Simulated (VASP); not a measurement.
GdO, 2 atoms in the cell. The structure is cubic, space group F-43m (No. 216). The conventional cell has a = 5.329 Å, b = 5.329 Å, c = 5.329 Å, α = 90.00°, β = 90.00°, γ = 90.00°. Gd (site symmetry -43m) has 4 O at 2.31 Å within 3.1 Å. O (site symmetry -43m) has 4 Gd at 2.31 Å within 3.1 Å. 

| Quantity | Value |
| --- | --- |
| Program | VASP 6.6.1 |
| Task | single point |
| Functional | PBEsol |
| Potentials or basis | VASP PAW PBE potentials, release 64 (Gd, O) |
| Cutoff | 520 eV |
| k mesh | 8 × 8 × 8 |
| Occupations | gaussian, width 0.05 eV |
| Spin | collinear spin, ferromagnetic start |
| Starting moments | [7.7, 0.01] μB |
| Hubbard terms | Gd f U = 6.0 eV |
| Dipole correction | no |
| Further INCAR settings | ALGO = Normal; EDIFF = 1e-06; NBANDS = 23 |

Potentials or basis: VASP PAW PBE potentials, release 64 (Gd, O).

Command:

```console
$ cat potpaw_PBE.64/Gd/POTCAR potpaw_PBE.64/O/POTCAR > POTCAR
$ mpirun -np 1 vasp_std > vasp.out
```

Hardware: 1 thread of AMD EPYC 9R45 96-Core Processor (Zen 5), on a shared host.

Question: How long does it take, and how much memory?

Answer: Run time: 44 s on 1 thread of AMD EPYC 9R45 96-Core Processor (Zen 5) (shared host), peak memory 0.17 GiB. Counts: scf iterations 17, k points 29.
